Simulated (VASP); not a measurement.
Ba, 1 atom in the cell. It takes space group Fm-3m (No. 225, cubic). The conventional cell has a = 5.980 Å, b = 5.980 Å, c = 5.980 Å, α = 90.00°, β = 90.00°, γ = 90.00°. Within 5.5 Å of Ba (site symmetry m-3m) lie 12 Ba at 4.23 Å. This isn't the form of Ba at room conditions, which is bcc.

```yaml
Program: VASP 6.6.1
Task: relaxation of cell and atoms
Functional: LDA
Potentials_or_basis: VASP PAW LDA potentials, release 64 (Ba_sv)
Cutoff: 600 eV
k_mesh: 16 × 16 × 16
Occupations: fermi-dirac, width 0.1 eV
Spin: no spin polarisation
Target_pressure: 1 GPa
Dipole_correction: no
Further_INCAR_settings: ALGO = Normal; EDIFF = 1e-07; IBRION = 2; EDIFFG = -0.002; NSW = 100; ISIF = 3
```

Potentials or basis: VASP PAW LDA potentials, release 64 (Ba_sv).

Run with:

```sh
$ cat potpaw_LDA.64/Ba_sv/POTCAR > POTCAR
$ mpirun -np 1 vasp_std > vasp.out
```

Hardware: 1 thread of Intel Xeon 8259CL, with other jobs on the host.

Question: Estimate the wall time of this run.

Answer: Wall time 3.8 min on 1 thread of Intel Xeon 8259CL (shared host), peak memory 0.24 GiB. Counts: scf iterations 35, k points 145, ion steps 4.
